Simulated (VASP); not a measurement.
# TaB3Mo2 (Cmmm) in VASP: relaxation of cell and atoms with PBE

Aim: the relaxation of cell and atoms of TaB3Mo2 with PBE.

Everything below comes from runs of VASP 6.6.1. Logs are shortened: lines on timing, memory, paths and dates and some standing lists are left out, and cuts for length are marked.

### 1 The cell of the first run

It takes space group Cmmm (No. 65, orthorhombic). The conventional cell has a = 4.454 Å, b = 11.107 Å, c = 3.050 Å, α = 90.00°, β = 90.00°, γ = 90.00°. Ta (site symmetry mmm) has 6 B at 2.23 to 2.37 Å within 2.9 Å. B (site symmetry m2m) has 6 Mo at 2.23 to 2.72 Å and 2 Ta at 2.37 Å and 4 B at 2.94 to 3.05 Å within 3.1 Å. B (site symmetry mmm) has 2 Mo at 2.11 Å and 2 Ta at 2.23 Å within 2.8 Å. Within 2.8 Å of Mo (site symmetry m2m) lie 7 B at 2.11 to 2.72 Å and 2 Mo at 2.59 Å.

The cell was generated, and may not be a known phase.

### 2 Relaxation of cell and atoms, PBE

INCAR

```
PREC = Accurate ; ENCUT = 600
EDIFF = 1E-6 ; ISMEAR = 0
SIGMA = 0.1 ; LREAL = False
LASPH = True ; NELM = 60
ALGO = Fast ; ISIF = 3
LWAVE = False ; LCHARG = False
GGA = PE ; IBRION = 2
NSW = 100 ; EDIFFG = -0.01
```

KPOINTS

```
Automatic mesh
0
Gamma
  10 10 12
```

POSCAR

```
TaB3Mo2
1.0
    2.2270739315     -5.5535809597      0.0000000000
    2.2270739315      5.5535809597      0.0000000000
    0.0000000000      0.0000000000      3.0495667970
Ta B Mo
1 3 2
Direct
    0.5000000000      0.5000000000      0.0000000000
    0.3366166815      0.6633833185      0.5000000000
    0.6633833185      0.3366166815      0.5000000000
    0.0000000000      0.0000000000      0.0000000000
    0.1901641842      0.8098358158      0.0000000000
    0.8098358158      0.1901641842      0.0000000000
```

Potentials or basis: VASP PAW PBE potentials, release 64 (Ta_pv, B, Mo_sv).

Launch:

```sh
> cat potpaw_PBE.64/Ta_pv/POTCAR potpaw_PBE.64/B/POTCAR potpaw_PBE.64/Mo_sv/POTCAR > POTCAR
> mpirun -np 1 vasp_std > vasp.out
```

OUTCAR:

```text
PREC = Accurate
   ENCUT = 600
   EDIFF = 1E-6
   ISMEAR = 0
   LREAL = False
   LASPH = True
   NELM = 60
   ISIF = 3
   GGA = PE
   IBRION = 2
   NSW = 100
   EDIFFG = -0.01

 ion  position               nearest neighbor table
   1  0.500  0.500  0.000-   4 2.23   4 2.23   2 2.37   2 2.37   3 2.37   3 2.37   5 3.07   5 3.07
                             6 3.07   6 3.07   6 3.44   5 3.44
   2  0.337  0.663  0.500-   5 2.23   5 2.23   1 2.37   1 2.37   6 2.72   6 2.72   6 2.72   6 2.72

   3  0.663  0.337  0.500-   6 2.23   6 2.23   1 2.37   1 2.37   5 2.72   5 2.72   5 2.72   5 2.72

   4  0.000  0.000  0.000-   5 2.11   6 2.11   1 2.23   1 2.23
   5  0.190  0.810  0.000-   4 2.11   2 2.23   2 2.23   6 2.59   6 2.59   3 2.72   3 2.72   3 2.72
                             3 2.72   1 3.07   1 3.07   1 3.44
   6  0.810  0.190  0.000-   4 2.11   3 2.23   3 2.23   5 2.59   5 2.59   2 2.72   2 2.72   2 2.72
                             2 2.72   1 3.07   1 3.07   1 3.44

  LATTYP: Found a base centered orthorhombic cell.
 ALAT       =     4.4541478630
 B/A-ratio  =     2.4936670854
 C/A-ratio  =     0.6846577372

  Lattice vectors:

 A1 = (   2.2270739315,  -5.5535809597,   0.0000000000)
 A2 = (   2.2270739315,   5.5535809597,   0.0000000000)
 A3 = (   0.0000000000,   0.0000000000,   3.0495667970)

Analysis of symmetry for initial positions (statically):
=====================================================================
 Subroutine PRICEL returns:
 Original cell was already a primitive cell.

 Routine SETGRP: Setting up the symmetry group for a
 base centered orthorhombic supercell.

 Subroutine GETGRP returns: Found  8 space group operations
 (whereof  8 operations were pure point group operations)
 out of a pool of  8 trial point group operations.

The static configuration has the point symmetry D_2h.

Analysis of symmetry for dynamics (positions and initial velocities):
=====================================================================
 Subroutine PRICEL returns:
 Original cell was already a primitive cell.

 Routine SETGRP: Setting up the symmetry group for a
 base centered orthorhombic supercell.

 Subroutine GETGRP returns: Found  8 space group operations
 (whereof  8 operations were pure point group operations)
 out of a pool of  8 trial point group operations.

The dynamic configuration has the point symmetry D_2h.

 Subroutine INISYM returns: Found  8 space group operations
 (whereof  8 operations are pure point group operations),
 and found     1 'primitive' translations

----------------------------------------------------------------------------------------

                                     Primitive cell

  volume of cell :      75.4355

  direct lattice vectors                    reciprocal lattice vectors
     2.227073932 -5.553580960  0.000000000     0.224509835 -0.090032000  0.000000000
     2.227073932  5.553580960  0.000000000     0.224509835  0.090032000  0.000000000
     0.000000000  0.000000000  3.049566797     0.000000000  0.000000000  0.327915428

  length of vectors
     5.983487258  5.983487258  3.049566797     0.241889286  0.241889286  0.327915428

  position of ions in fractional coordinates (direct lattice)
     0.500000000  0.500000000  0.000000000
     0.336616681  0.663383319  0.500000000
     0.663383319  0.336616681  0.500000000
     0.000000000  0.000000000  0.000000000
     0.190164184  0.809835816  0.000000000
     0.809835816  0.190164184  0.000000000

  ion indices of the primitive-cell ions
   primitive index   ion index
                 1           1
                 2           2
                 3           3
                 4           4
                 5           5
                 6           6

----------------------------------------------------------------------------------------

 KPOINTS: Automatic mesh

Automatic generation of k-mesh.
 Grid dimensions read from file:
 generate k-points for:   10   10   12

 Generating k-lattice:

  Cartesian coordinates                     Fractional coordinates (reciprocal lattice)
     0.022450983 -0.009003200  0.000000000     0.100000000 -0.000000000  0.000000000
     0.022450983  0.009003200  0.000000000    -0.000000000  0.100000000  0.000000000
     0.000000000  0.000000000  0.027326286     0.000000000  0.000000000  0.083333333

  Length of vectors
     0.024188929  0.024188929  0.027326286

  Shift w.r.t. Gamma in fractional coordinates (k-lattice)
     0.000000000  0.000000000  0.000000000

 Subroutine IBZKPT returns following result:
 ===========================================

 Found    217 irreducible k-points:

 Following reciprocal coordinates:
            Coordinates               Weight
  0.000000  0.000000  0.000000      1.000000
  0.100000  0.000000  0.000000      4.000000
  0.200000  0.000000  0.000000      4.000000
  0.300000  0.000000  0.000000      4.000000
  0.400000  0.000000  0.000000      4.000000
  0.500000  0.000000  0.000000      2.000000
[... 16 lines left out ...]
  0.300000  0.300000  0.000000      2.000000
  0.400000  0.300000  0.000000      4.000000
 [... further k-points ...]
   k-points           NKPTS =    217   k-points in BZ     NKDIM =    217   number of bands    NBANDS=     28
   number of dos      NEDOS =    301   number of ions     NIONS =      6
   total plane-waves  NPLWV =  55296
   dimension x,y,z NGX =    48 NGY =   48 NGZ =   24
   dimension x,y,z NGXF=    96 NGYF=   96 NGZF=   48
   ions per type =               1   3   2
   NGX,Y,Z   is equivalent  to a cutoff of  13.34, 13.34, 13.08 a.u.
   NGXF,Y,Z  is equivalent  to a cutoff of  26.67, 26.67, 26.17 a.u.
 SYSTEM =  unknown system
   PREC   = accura    normal or accurate (medium, high low for compatibility)
   ISTART =      0    job   : 0-new  1-cont  2-samecut
   ICHARG =      2    charge: 1-file 2-atom 10-const
   ISPIN  =      1    spin polarized calculation?
   LNONCOLLINEAR =      F non collinear calculations
   LSORBIT =      F    spin-orbit coupling
   LASPH  =      T    aspherical Exc in radial PAW
   ENCUT  =  600.0 eV  44.10 Ry    6.64 a.u.  11.95 11.95  6.09*2*pi/ulx,y,z
   NELM   =     60;   NELMIN=  2; NELMDL= -5     # of ELM steps
   EDIFF  = 0.1E-05   stopping-criterion for ELM
   LREAL  =      F    real-space projection
   EDIFFG = -.1E-01   stopping-criterion for IOM
   NSW    =    100    number of steps for IOM
   IBRION =      2    ionic relax: 0-MD 1-quasi-New 2-CG
   NFREE  =      1    steps in history (QN), initial steepest desc. (CG)
   ISIF   =      3    stress and relaxation
   ISYM   =      2    0-nonsym 1-usesym 2-fastsym
   POTIM  = 0.5000    time-step for ionic-motion
   TEBEG  =    0.0;   TEEND  =   0.0 temperature during run
   PSTRESS=    0.0 pullay stress
   NELECT =      48.0000    total number of electrons
   NUPDOWN=      -1.0000    fix difference up-down
   EMIN   =  10.00;   EMAX   =-10.00  energy-range for DOS
   EFERMI =   0.00;   METHOD = LEGACY
   ISMEAR =     0;   SIGMA  =   0.10  broadening in eV -4-tet -1-fermi 0-gaus
   EFERMI_NEDOS =   21; number of points for ismear=-14 and -15
   IALGO  =     68    algorithm
   IMIX   =      4    mixing-type and parameters
     AMIX     =   0.40;   BMIX     =  1.00
     AMIX_MAG =   1.60;   BMIX_MAG =  1.00
  volume/ion in A,a.u.               =      12.57        84.84
  Fermi-wavevector in a.u.,A,eV,Ry     =   1.408088  2.660901 26.976451  1.982713
  Thomas-Fermi vector in A             =   2.530282
   LORBIT       =      0    0 simple, 1 ext, 2 COOP (PROOUT), +10 PAW based schemes
   GGA     = PE    functional components
   LHFCALC =     F    Hartree Fock is set to
   AEXX    =    0.0000 exact exchange contribution
   IVDW    =     0    specifies the selected vdW correction
   LEPSILON=     F    determine dielectric tensor
   LRPA    =     F    only Hartree local field effects (RPA)
 conjugate gradient relaxation of ions
 non-spin polarized calculation
 RMM-DIIS sequential band-by-band and
 Gauss-broadening in eV      SIGMA  =   0.10
  energy-cutoff  :      600.00
  volume of cell :       75.44
 maximum number of plane-waves:      2546
   NGX = 23   NGY = 23   NGZ = 13

--------------------------------------- Ionic step        1  -------------------------------------------

 number of electron      48.0000002 magnetization

 Free energy of the ion-electron system (eV)
  ---------------------------------------------------
  ext. energy  EPLUGINS =         0.00000000
  ---------------------------------------------------
  free energy    TOTEN  =       -52.19994139 eV

  energy without entropy =      -52.18623413  energy(sigma->0) =      -52.19308776

------------------------ aborting loop because EDIFF is reached ----------------------------------------

  FORCE on cell =-STRESS in cart. coord.  units (eV):
  Direction    XX          YY          ZZ          XY          YZ          ZX
  --------------------------------------------------------------------------------------
  -------------------------------------------------------------------------------------
  Total       -0.5873614      0.4020051      0.5160928      0.0000000      0.0000000      0.0000000
  in kB      -12.4749862      8.5381979     10.9613114      0.0000000      0.0000000      0.0000000
  external PRESSURE =       2.3415077 kB  Pullay stress =       0.0000000 kB
[... 225 lines left out ...]
  energy  without entropy=      -52.1891961588  energy(sigma->0) =      -52.19635284

--------------------------------------- Ionic step        7  -------------------------------------------

 number of electron      48.0000002 magnetization

 Free energy of the ion-electron system (eV)
  ---------------------------------------------------
  ext. energy  EPLUGINS =         0.00000000
  ---------------------------------------------------
  free energy    TOTEN  =       -52.20354518 eV

  energy without entropy =      -52.18921076  energy(sigma->0) =      -52.19637797

 E-fermi :   8.1273     XC(G=0): -12.3590

 val. band max:        8.1214038408   @ k =   0.4000   0.2000   0.1667
 cond. band min:       8.1274325722   @ k =  -0.3000   0.1000   0.0000
 fundamental gap:      0.0060287314
 Fermi energy:         8.1273387103

 k-point     1 :       0.0000    0.0000    0.0000
  band No.  band energies     occupation
      1     -52.7378      2.00000
      2     -52.5393      2.00000
      3     -27.3496      2.00000
      4     -26.8582      2.00000
      5     -26.7137      2.00000
      6     -26.6618      2.00000
[... 733 lines left out ...]
     27       9.2708      0.00000
     28      10.4883      0.00000

 [... further k-points ...]

------------------------ aborting loop because EDIFF is reached ----------------------------------------

  FORCE on cell =-STRESS in cart. coord.  units (eV):
  Direction    XX          YY          ZZ          XY          YZ          ZX
  --------------------------------------------------------------------------------------
  -------------------------------------------------------------------------------------
  Total       -0.0189850      0.0083497      0.0215495      0.0000000      0.0000000      0.0000000
  in kB       -0.4035393      0.1774782      0.4580495      0.0000000      0.0000000      0.0000000
  external PRESSURE =       0.0773294 kB  Pullay stress =       0.0000000 kB
[... 21 lines left out ...]
  FREE ENERGIE OF THE ION-ELECTRON SYSTEM (eV)
  ---------------------------------------------------
  free  energy   TOTEN  =       -52.2035451848 eV

  energy  without entropy=      -52.1892107607  energy(sigma->0) =      -52.19637797

 reached required accuracy - stopping structural energy minimisation
```

Run time: 59 min. Hardware: 1 thread of Oxide Virtual Turin-like, shared host; peak memory 0.63 GiB.

Results:

* Free energy: -52.2035 eV
* Relaxed volume: 12.56 Å³/atom
* Relaxed cell: a = 5.995 Å, b = 5.995 Å, c = 3.052 Å, α = 90.00°, β = 90.00°, γ = 136.59°
* Space group after relaxing (to 0.1 Å): Cmmm (No. 65)
* Energy gained by relaxing: 0.6 meV/atom
* Ionic steps: 7
* Pressure after relaxing: 0.0 GPa
* Largest force after relaxing: 0.007 eV/Å
* Band gap on the k mesh: zero (bands 24 and 25 overlap by 1.17 eV)

Forces in eV/Å, atoms in the order of the input:
```
Ta   0.000  0.000  0.000
B    0.000  0.007  0.000
B    0.000 -0.007  0.000
B    0.000  0.000  0.000
Mo   0.000  0.001  0.000
Mo   0.000 -0.001  0.000
```

Step by step:
| step | energy change (eV) | largest force (eV/Å) | pressure (GPa) | volume (Å³) |
| --- | --- | --- | --- | --- |
| 1 | 0.0000 | 0.1665 | 0.23 | 75.44 |
| 2 | -0.0026 | 0.0429 | -0.61 | 75.63 |
| 3 | -0.0031 | 0.0292 | -0.39 | 75.58 |
| 4 | -0.0033 | 0.0176 | 0.40 | 75.28 |
| 5 | -0.0034 | 0.0225 | 0.06 | 75.40 |
| 6 | -0.0036 | 0.0130 | 0.04 | 75.39 |
| 7 | -0.0036 | 0.0071 | 0.01 | 75.38 |

Final structure:
```cif
data_structure
_symmetry_space_group_name_H-M 'P 1'
_symmetry_Int_Tables_number 1
_cell_length_a 5.9955
_cell_length_b 5.9955
_cell_length_c 3.0515
_cell_angle_alpha 90.000
_cell_angle_beta 90.000
_cell_angle_gamma 136.592
_cell_volume 75.38
loop_
_atom_site_label
_atom_site_type_symbol
_atom_site_fract_x
_atom_site_fract_y
_atom_site_fract_z
_atom_site_occupancy
Ta1 Ta 0.50000 0.50000 0.00000 1
B1 B 0.33639 0.66361 0.50000 1
B2 B 0.66361 0.33639 0.50000 1
B3 B 0.00000 0.00000 0.00000 1
Mo1 Mo 0.18937 0.81063 0.00000 1
Mo2 Mo 0.81063 0.18937 0.00000 1
```

Levels at points of the mesh, in eV from the Fermi level:
| k point | band 20 | band 21 | band 22 | band 23 | band 24 | band 25 | band 26 | band 27 | band 28 |
| --- | --- | --- | --- | --- | --- | --- | --- | --- | --- |
| (0.00, 0.00, 0.00) | -2.48 | -2.17 | -1.56 | -1.02 | -0.54 | 0.92 | 1.71 | 2.14 | 2.44 |
| (0.50, 0.00, 0.00) | -2.34 | -2.27 | -1.68 | -1.45 | 0.15 | 0.24 | 0.65 | 1.73 | 1.98 |
| (0.50, 0.50, 0.00) | -1.81 | -1.44 | -1.19 | -1.11 | -0.64 | 0.71 | 0.90 | 1.20 | 2.20 |
| (0.00, 0.00, 0.50) | -1.98 | -1.88 | -1.08 | -0.97 | 0.85 | 0.91 | 1.17 | 1.19 | 2.91 |
| (0.50, 0.00, 0.50) | -2.28 | -1.90 | -1.59 | -1.45 | -1.23 | 0.36 | 1.62 | 1.79 | 2.27 |
| (0.50, 0.50, 0.50) | -1.44 | -1.21 | -0.89 | -0.87 | -0.47 | -0.24 | 1.34 | 1.99 | 2.00 |

Caveat: spin-orbit coupling is left out, which moves the levels of the heavy elements.
